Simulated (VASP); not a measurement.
# NbH2 in VASP: further runs

NbH2 is run at these levels: PBE; tasks: single point, molecular dynamics.

Everything below comes from runs of VASP 6.6.1. Logs are shortened: lines on timing, memory, paths and dates and some standing lists are left out, and cuts for length are marked.

## (1) The cell of the first run

The cell holds an amorphous packing of atoms, 6 atoms: a = 3.008 Å, b = 4.881 Å, c = 3.853 Å, α = 66.89°, β = 102.89°, γ = 100.05°.

## (2) Single point, PBE

File INCAR:

```
SYSTEM = NbH2
  PREC = Accurate
  ENCUT = 400
  EDIFF = 1E-6
  ISMEAR = -1
  SIGMA = 0.1
  LREAL = .False.
  LASPH = .True.
  NELM = 120
  ALGO = Normal
  ISIF = 2
  LWAVE = .False.
  LCHARG = .False.
  GGA = PE
  NBANDS = 24
  GGA_COMPAT = .False.
```

File KPOINTS:

```
Automatic mesh
0
Gamma
  5 3 4
  0 0 0
```

File POSCAR:

```
NbH2
1.0
    2.9144450000     -0.2364740000     -0.7049960000
    0.0833770000      4.1366690000      2.5903480000
   -0.0150770000     -0.5989040000      3.8066040000
Nb H
2 4
Direct
    0.0194561905      0.9421273407      0.7478111366
    0.3912179739      0.3693134449      0.1041662762
    0.4071866099      0.9317036561      0.1730871477
    0.1851553786      0.5105335777      0.4106868404
    0.3788093050      0.6954960951      0.5694277960
    0.7547537104      0.3701408131      0.6977786058
```

Potentials or basis: VASP PAW PBE potentials, release 64 (Nb_sv, H).

On the command line:

```console
> cat potpaw_PBE.64/Nb_sv/POTCAR potpaw_PBE.64/H/POTCAR > POTCAR
> mpirun -np 1 vasp_std > vasp.out
```

OUTCAR:

```text
SYSTEM = NbH2
   PREC = Accurate
   ENCUT = 400
   EDIFF = 1E-6
   ISMEAR = -1
   LREAL = .False.
   LASPH = .True.
   NELM = 120
   ISIF = 2
   GGA = PE

 ion  position               nearest neighbor table
   1  0.019  0.942  0.748-   3 1.78   2 2.85   2 2.87   2 2.89
   2  0.391  0.369  0.104-   4 1.84   1 2.85   1 2.87   1 2.89
   3  0.407  0.932  0.173-   1 1.78
   4  0.185  0.511  0.411-   2 1.84
   5  0.379  0.695  0.569-
   6  0.755  0.370  0.698-

  LATTYP: Found a triclinic cell.
 ALAT       =     3.8534591382
 B/A-ratio  =     1.2690566691
 C/A-ratio  =     0.7805483898
 COS(alpha) =     0.0016693547
 COS(beta)  =     0.2231104229
 COS(gamma) =     0.3962683457

  Lattice vectors:

 A1 = (   0.0150770000,   0.5989040000,  -3.8066040000)
 A2 = (   0.0984540000,   4.7355730000,  -1.2162560000)
 A3 = (   2.9144450000,  -0.2364740000,  -0.7049960000)

Analysis of symmetry for initial positions (statically):
=====================================================================
 Subroutine PRICEL returns:
 Original cell was already a primitive cell.

 Routine SETGRP: Setting up the symmetry group for a
 triclinic supercell.

 Subroutine GETGRP returns: Found  1 space group operations
 (whereof  1 operations were pure point group operations)
 out of a pool of  2 trial point group operations.

The static configuration has the point symmetry C_1 .

Analysis of symmetry for dynamics (positions and initial velocities):
=====================================================================
 Subroutine PRICEL returns:
 Original cell was already a primitive cell.

 Routine SETGRP: Setting up the symmetry group for a
 triclinic supercell.

 Subroutine GETGRP returns: Found  1 space group operations
 (whereof  1 operations were pure point group operations)
 out of a pool of  2 trial point group operations.

The dynamic configuration has the point symmetry C_1 .

 Subroutine INISYM returns: Found  1 space group operations
 (whereof  1 operations are pure point group operations),
 and found     1 'primitive' translations

----------------------------------------------------------------------------------------

                                     Primitive cell

  volume of cell :      50.4897

  direct lattice vectors                    reciprocal lattice vectors
     2.914445000 -0.236474000 -0.704996000     0.342605264 -0.007059619  0.000246263
     0.083377000  4.136669000  2.590348000     0.026191249  0.219520276  0.034641496
    -0.015077000 -0.598904000  3.806604000     0.045628831 -0.150688359  0.239173837

  length of vectors
     3.007811326  4.881483883  3.853459138     0.342678079  0.223774812  0.286344367

  position of ions in fractional coordinates (direct lattice)
     0.019456191  0.942127341  0.747811137
     0.391217974  0.369313445  0.104166276
     0.407186610  0.931703656  0.173087148
     0.185155379  0.510533578  0.410686840
     0.378809305  0.695496095  0.569427796
     0.754753710  0.370140813  0.697778606

  ion indices of the primitive-cell ions
   primitive index   ion index
                 1           1
                 2           2
                 3           3
                 4           4
                 5           5
                 6           6

----------------------------------------------------------------------------------------

 KPOINTS: Automatic mesh

Automatic generation of k-mesh.
 Grid dimensions read from file:
 generate k-points for:    5    3    4

 Generating k-lattice:

  Cartesian coordinates                     Fractional coordinates (reciprocal lattice)
     0.068521053 -0.001411924  0.000049253     0.200000000 -0.000000000  0.000000000
     0.008730416  0.073173425  0.011547165    -0.000000000  0.333333333  0.000000000
     0.011407208 -0.037672090  0.059793459     0.000000000  0.000000000  0.250000000

  Length of vectors
     0.068535616  0.074591604  0.071586092

  Shift w.r.t. Gamma in fractional coordinates (k-lattice)
     0.000000000  0.000000000  0.000000000

 Subroutine IBZKPT returns following result:
 ===========================================

 Found     31 irreducible k-points:

 Following reciprocal coordinates:
            Coordinates               Weight
  0.000000  0.000000  0.000000      1.000000
  0.200000 -0.000000 -0.000000      2.000000
  0.400000  0.000000 -0.000000      2.000000
  0.000000  0.333333  0.000000      2.000000
  0.200000  0.333333  0.000000      2.000000
  0.400000  0.333333 -0.000000      2.000000
[... 16 lines left out ...]
 -0.200000 -0.333333  0.250000      2.000000
 -0.000000 -0.000000  0.500000      1.000000
 [... further k-points ...]
   k-points           NKPTS =     31   k-points in BZ     NKDIM =     31   number of bands    NBANDS=     24
   number of dos      NEDOS =    301   number of ions     NIONS =      6
   total plane-waves  NPLWV =  17920
   dimension x,y,z NGX =    20 NGY =   32 NGZ =   28
   dimension x,y,z NGXF=    40 NGYF=   64 NGZF=   56
   ions per type =               2   4
   NGX,Y,Z   is equivalent  to a cutoff of  11.05, 10.90, 12.08 a.u.
   NGXF,Y,Z  is equivalent  to a cutoff of  22.11, 21.80, 24.16 a.u.
 SYSTEM =  NbH2
   PREC   = accura    normal or accurate (medium, high low for compatibility)
   ISTART =      0    job   : 0-new  1-cont  2-samecut
   ICHARG =      2    charge: 1-file 2-atom 10-const
   ISPIN  =      1    spin polarized calculation?
   LNONCOLLINEAR =      F non collinear calculations
   LSORBIT =      F    spin-orbit coupling
   LASPH  =      T    aspherical Exc in radial PAW
   ENCUT  =  400.0 eV  29.40 Ry    5.42 a.u.   4.90  7.96  6.28*2*pi/ulx,y,z
   NELM   =    120;   NELMIN=  2; NELMDL= -5     # of ELM steps
   EDIFF  = 0.1E-05   stopping-criterion for ELM
   LREAL  =      F    real-space projection
   EDIFFG = 0.1E-04   stopping-criterion for IOM
   NSW    =      0    number of steps for IOM
   IBRION =     -1    ionic relax: 0-MD 1-quasi-New 2-CG
   NFREE  =      0    steps in history (QN), initial steepest desc. (CG)
   ISIF   =      2    stress and relaxation
   ISYM   =      2    0-nonsym 1-usesym 2-fastsym
   POTIM  = 0.5000    time-step for ionic-motion
   TEBEG  =    0.0;   TEEND  =   0.0 temperature during run
   PSTRESS=    0.0 pullay stress
   NELECT =      30.0000    total number of electrons
   NUPDOWN=      -1.0000    fix difference up-down
   EMIN   =  10.00;   EMAX   =-10.00  energy-range for DOS
   EFERMI =   0.00;   METHOD = LEGACY
   ISMEAR =    -1;   SIGMA  =   0.10  broadening in eV -4-tet -1-fermi 0-gaus
   EFERMI_NEDOS =   21; number of points for ismear=-14 and -15
   IALGO  =     38    algorithm
   IMIX   =      4    mixing-type and parameters
     AMIX     =   0.40;   BMIX     =  1.00
     AMIX_MAG =   1.60;   BMIX_MAG =  1.00
  volume/ion in A,a.u.               =       8.41        56.79
  Fermi-wavevector in a.u.,A,eV,Ry     =   1.376304  2.600837 25.772329  1.894213
  Thomas-Fermi vector in A             =   2.501561
   LORBIT       =      0    0 simple, 1 ext, 2 COOP (PROOUT), +10 PAW based schemes
   GGA     = PE    functional components
   LHFCALC =     F    Hartree Fock is set to
   AEXX    =    0.0000 exact exchange contribution
   IVDW    =     0    specifies the selected vdW correction
   LEPSILON=     F    determine dielectric tensor
   LRPA    =     F    only Hartree local field effects (RPA)
 non-spin polarized calculation
  energy-cutoff  :      400.00
  volume of cell :       50.49
 maximum number of plane-waves:       928
   NGX =  9   NGY = 15   NGZ = 13

 number of electron      30.0000000 magnetization

 Free energy of the ion-electron system (eV)
  ---------------------------------------------------
  ext. energy  EPLUGINS =         0.00000000
  ---------------------------------------------------
  free energy    TOTEN  =       -31.87814839 eV

  energy without entropy =      -31.80044335  energy(sigma->0) =      -31.83929587

 E-fermi :   8.9004     XC(G=0): -11.7311

 val. band max:        8.8911911015   @ k =  -0.0000   0.3333   0.5000
 cond. band min:       8.9053081857   @ k =  -0.0000  -0.3333   0.2500
 fundamental gap:      0.0141170842
 Fermi energy:         8.9003855665

 k-point     1 :       0.0000    0.0000    0.0000
  band No.  band energies     occupation
      1     -46.1396      2.00000
      2     -45.9336      2.00000
      3     -22.5873      2.00000
      4     -22.3740      2.00000
      5     -22.0545      2.00000
      6     -21.8737      2.00000
[... 16 lines left out ...]
     23      16.2699      0.00000
     24      17.3968      0.00000

 k-point     2 :       0.2000   -0.0000   -0.0000
  band No.  band energies     occupation
      1     -46.1063      2.00000
      2     -45.9262      2.00000
      3     -22.4998      2.00000
      4     -22.3526      2.00000
      5     -22.0959      2.00000
      6     -22.0126      2.00000
[... 16 lines left out ...]
     23      15.8287      0.00000
     24      17.0000      0.00000

 k-point     3 :       0.4000    0.0000   -0.0000
  band No.  band energies     occupation
      1     -46.0462      2.00000
      2     -45.9198      2.00000
      3     -22.3955      2.00000
      4     -22.3487      2.00000
      5     -22.3175      2.00000
      6     -22.2196      2.00000
[... 16 lines left out ...]
     23      15.5974      0.00000
     24      17.1102      0.00000
[... 514 lines left out ...]
 k-point    23 :      -0.2000   -0.3333    0.2500
  band No.  band energies     occupation
      1     -46.0454      2.00000
      2     -45.9858      2.00000
      3     -22.4824      2.00000
      4     -22.3222      2.00000
      5     -22.1927      2.00000
      6     -21.9622      2.00000
[... 16 lines left out ...]
     23      16.8086      0.00000
     24      17.7628      0.00000

 k-point    24 :      -0.0000   -0.0000    0.5000
  band No.  band energies     occupation
      1     -46.0643      2.00000
      2     -46.0039      2.00000
      3     -22.5491      2.00000
      4     -22.4360      2.00000
      5     -22.0445      2.00000
      6     -21.8403      2.00000
[... 16 lines left out ...]
     23      15.7259      0.00000
     24      19.0454      0.00000

 [... further k-points ...]
[... 5 lines left out ...]
  --------------------------------------------------------------------------------------
  -------------------------------------------------------------------------------------
  Total        0.2533017      0.3037705     -1.0113484      0.7702369     -0.9739737      0.3600307
  in kB        8.0379636      9.6394786    -32.0928839     24.4417498    -30.9068806     11.4247697
  external PRESSURE =      -4.8051472 kB  Pullay stress =       0.0000000 kB

 VOLUME and BASIS-vectors are now :
 -----------------------------------------------------------------------------
  energy-cutoff  :      400.00
  volume of cell :       50.49
      direct lattice vectors                 reciprocal lattice vectors
     2.914445000 -0.236474000 -0.704996000     0.342605264 -0.007059619  0.000246263
     0.083377000  4.136669000  2.590348000     0.026191249  0.219520276  0.034641496
    -0.015077000 -0.598904000  3.806604000     0.045628831 -0.150688359  0.239173837

 POSITION                                       TOTAL-FORCE (eV/Angst)
 -----------------------------------------------------------------------------------
      0.12398      3.44480      5.27334        -1.691785      0.760718     -0.399317
      1.16941      1.37283      1.07736         1.264765     -0.690414     -2.059818
      1.26180      3.65420      2.78525         0.846846      0.717371      0.632044
      0.57600      1.82216      2.75525        -0.975151      0.011482     -0.248616
      1.15342      2.44643      3.70210         0.167695      0.117094      1.706472
      2.22003      0.93477      3.08286         0.387631     -0.916251      0.369234
 -----------------------------------------------------------------------------------
    total drift:                                0.000022     -0.000088      0.000289

  FREE ENERGIE OF THE ION-ELECTRON SYSTEM (eV)
  ---------------------------------------------------
  free  energy   TOTEN  =       -31.8781483874 eV

  energy  without entropy=      -31.8004433534  energy(sigma->0) =      -31.83929587
```

It took 45 s on 1 thread of Intel Xeon 8259CL, shared host; peak memory 0.16 GiB.

Results:

```yaml
Free_energy: -31.8781 eV
Pressure: -0.5 GPa
Largest_force: 2.514 eV/Å
Band_gap_on_the_k_mesh: zero (band 15 reaches 9.35 eV, above the bottom of band 16 at 8.48 eV)
```

Forces in eV/Å, atoms in the order of the input:
```
Nb  -1.692  0.761 -0.399
Nb   1.265 -0.690 -2.060
H    0.847  0.717  0.632
H   -0.975  0.011 -0.249
H    0.168  0.117  1.706
H    0.388 -0.916  0.369
```

Stress tensor (GPa, compression positive):
```
 0.80  2.44  1.14
 2.44  0.96 -3.09
 1.14 -3.09 -3.21
```

Caveat: the k points lie up to 0.47 Å⁻¹ apart.

## (3) Single point, PBE

Edit INCAR of step 2 so:

```diff
@@ -12,4 +12,6 @@
   LWAVE = .False.
-  LCHARG = .False.
+  LCHARG = .True.
   GGA = PE
+  LELF = .True.
+  LVHAR = .True.
   NBANDS = 24
```

File KPOINTS:

```
regular mesh
0
Gamma
  5 3 4
  0 0 0
```

File POSCAR:

```
NbH2
1.0
    2.9144450000     -0.2364740000     -0.7049960000
    0.0833770000      4.1366690000      2.5903480000
   -0.0150770000     -0.5989040000      3.8066040000
Nb H
2 4
Direct
    0.0113474022      0.9444184082      0.7433277899
    0.4025654003      0.3668384539      0.1085499678
    0.3800927420      0.9822935509      0.1585249550
   -0.1302859078      0.5563241851      0.2078350456
    0.3444075893      0.6718269975      0.7268618573
    0.8332097780      0.3143961189      0.7669613658
```

Potentials or basis: VASP PAW PBE potentials, release 64 (Nb_sv, H).

On the command line:

```console
> cat potpaw_PBE.64/Nb_sv/POTCAR potpaw_PBE.64/H/POTCAR > POTCAR
> mpirun -np 1 vasp_std > vasp.out
```

Wall time 57 s (1 thread of Intel Xeon 8259CL, shared host); peak memory 0.16 GiB.

Results (log left out):

```yaml
Free_energy: -32.3515 eV
Pressure: 16.0 GPa
Largest_force: 5.119 eV/Å
Band_gap_on_the_k_mesh: zero (band 15 reaches 9.11 eV, above the bottom of band 16 at 8.34 eV)
```

Forces in eV/Å, atoms in the order of the input:
```
Nb  -1.831  0.686  0.655
Nb  -2.537 -4.403 -0.611
H    0.364 -0.746  0.492
H    3.875  1.882  0.696
H    0.403  2.544 -1.271
H   -0.273  0.038  0.038
```

Stress tensor (GPa, compression positive):
```
18.24  6.96 10.18
 6.96 29.45 -4.18
10.18 -4.18  0.42
```

Levels at points of the mesh, in eV from the Fermi level:
```tsv
k point	band 13	band 14	band 15	band 16	band 17	band 18
(0.00, 0.00, 0.00)	-1.31	-1.11	-0.08	0.09	0.89	1.85
(0.00, 0.00, 0.50)	-2.70	-1.37	-0.15	0.98	1.11	1.67
```

Caveat: the k points lie up to 0.47 Å⁻¹ apart.

## (4) Single point, PBE

File INCAR:

```
ALGO = Normal
EDIFF = 1E-6
ENCUT = 400
GGA = PE
GGA_COMPAT = F
ISIF = 2
ISMEAR = -1
LASPH = T
LCHARG = F
LREAL = F
LWAVE = F
NBANDS = 24
NELM = 120
PREC = Accurate
SIGMA = 0.1
```

File KPOINTS:

```
k-points
0
Gamma
  5 3 4
```

File POSCAR:

```
NbH2
1.0
    2.9144450000     -0.2364740000     -0.7049960000
    0.0833770000      4.1366690000      2.5903480000
   -0.0150770000     -0.5989040000      3.8066040000
Nb H
2 4
Direct
    0.0006179183      0.9479018771      0.7380184276
    0.4114343681      0.3616911784      0.1135877446
    0.4375383332      0.9692593360      0.2699040384
   -0.1209032124      0.6882934706      0.0578418727
    0.4092303204      0.7628065478      0.7098748185
    0.8730185385      0.2578232096      0.8475850764
```

On the command line:

```console
> cat potpaw_PBE.64/Nb_sv/POTCAR potpaw_PBE.64/H/POTCAR > POTCAR
> mpirun -np 1 vasp_std > vasp.out
```

Wall time 50 s (1 thread of Intel Xeon 8259CL, shared host); peak memory 0.16 GiB.

The run converged. Its results:

```yaml
Free_energy: -31.3366 eV
Pressure: 23.5 GPa
Largest_force: 8.101 eV/Å
Band_gap_on_the_k_mesh: zero (band 15 reaches 9.11 eV, above the bottom of band 16 at 8.41 eV)
```

Forces on the atoms (eV/Å):
```
Nb   0.524  7.910 -1.420
Nb   0.957  0.940 -0.588
H   -0.586 -0.613 -0.683
H   -1.137 -7.266  3.398
H    0.883 -1.635 -0.871
H   -0.641  0.664  0.163
```

Stress tensor (GPa, compression positive):
```
 19.11   5.76  -7.79
  5.76  47.86 -12.49
 -7.79 -12.49   3.48
```

Levels at points of the mesh, in eV from the Fermi level:
```
           k point  band 12  band 13  band 14  band 15  band 16  band 17  band 18  band 19
(0.00, 0.00, 0.00)    -4.77    -1.62    -0.56    -0.45     0.13     0.77     1.85     2.21
(0.00, 0.00, 0.50)    -4.13    -2.49    -2.05     0.10     0.78     0.97     1.76     2.26
```

Caveat: the k points lie up to 0.47 Å⁻¹ apart.

## (5) Molecular dynamics, PBE

File INCAR:

```
SYSTEM = NbH2
PREC = Normal
ENCUT = 350
EDIFF = 1E-5
ISMEAR = -1
SIGMA = 0.1
LREAL = .False.
LASPH = .True.
NELM = 120
ALGO = Normal
ISIF = 2
LWAVE = .False.
LCHARG = .False.
GGA = PE
IBRION = 0
NSW = 40
POTIM = 0.5
TEBEG = 2000.0
TEEND = 2000.0
ISYM = 0
NELMIN = 4
RANDOM_SEED = 746117 0 0
MDALGO = 2
SMASS = 0
GGA_COMPAT = .False.
MAXMIX = 40
```

File KPOINTS:

```
regular mesh
0
Gamma
  5 3 4
  0 0 0
```

File POSCAR:

```
NbH2
1.0
    2.9144450000     -0.2364740000     -0.7049960000
    0.0833770000      4.1366690000      2.5903480000
   -0.0150770000     -0.5989040000      3.8066040000
Nb H
2 4
Direct
    0.0242240000      0.9404150000      0.7507190000
    0.3822520000      0.3704400000      0.0991910000
    0.5610730000      0.9573290000      0.2480050000
    0.3886990000      0.4661000000      0.5526040000
    0.4222400000      0.7819110000      0.5154410000
    0.7408460000      0.3565370000      0.7254920000
```

On the command line:

```console
> cat potpaw_PBE.64/Nb_sv/POTCAR potpaw_PBE.64/H/POTCAR > POTCAR
> mpirun -np 1 vasp_std > vasp.out
```

Wall time 6.1 min (1 thread of Intel Xeon 8259CL, shared host); peak memory 0.16 GiB.

Step by step:
```tsv
step	potential energy change (eV)	largest force (eV/Å)	pressure (GPa)	volume (Å³)	temperature (K)
1	0.0000	1.7896	-1.24	50.49	2039
2	-0.1045	1.7480	-1.31	50.49	2161
3	-0.2187	1.7032	-1.43	50.49	2331
4	-0.3414	1.6484	-1.35	50.49	2505
5	-0.4697	1.5786	-1.02	50.49	2669
6	-0.5986	1.5941	-0.57	50.49	2809
7	-0.7217	1.6263	-0.02	50.49	2909
8	-0.8320	1.6659	0.78	50.49	2955
9	-0.9223	1.7227	1.76	50.49	2934
10	-0.9863	1.8062	2.86	50.49	2842
11	-1.0197	1.9284	4.13	50.49	2683
12	-1.0217	2.0859	5.47	50.49	2468
13	-0.9960	2.2774	6.91	50.49	2217
14	-0.9510	2.4822	8.41	50.49	1954
15	-0.8991	2.7133	9.62	50.49	1705
16	-0.8541	3.0876	10.85	50.49	1494
17	-0.8288	3.3582	11.76	50.49	1338
18	-0.8315	3.5067	12.51	50.49	1246
19	-0.8640	3.5098	12.87	50.49	1215
20	-0.9212	3.3927	13.14	50.49	1233
21	-0.9926	3.1694	13.11	50.49	1284
22	-1.0656	2.9819	13.12	50.49	1346
23	-1.1285	2.9627	13.07	50.49	1401
24	-1.1737	2.9793	13.03	50.49	1439
25	-1.1989	3.0267	12.95	50.49	1455
26	-1.2072	3.0913	12.87	50.49	1456
27	-1.2058	3.1516	12.93	50.49	1451
28	-1.2037	3.1806	12.85	50.49	1455
29	-1.2095	3.1630	12.72	50.49	1481
30	-1.2290	3.0838	12.36	50.49	1538
31	-1.2644	2.9470	12.09	50.49	1629
32	-1.3135	2.7559	11.52	50.49	1751
33	-1.3706	2.5278	10.90	50.49	1895
34	-1.4277	2.2790	10.32	50.49	2045
35	-1.4759	2.0365	9.79	50.49	2185
36	-1.5075	1.8333	9.31	50.49	2298
37	-1.5170	1.7005	8.96	50.49	2371
38	-1.5026	1.6568	8.77	50.49	2398
39	-1.4659	1.8353	8.75	50.49	2379
40	-1.4116	2.0789	8.85	50.49	2322
```

Caveat: the k points lie up to 0.47 Å⁻¹ apart; the cutoff is under 1.25 times the usual one of these potentials, so pressure, stress and relaxed cells hold a basis-set (Pulay) error.
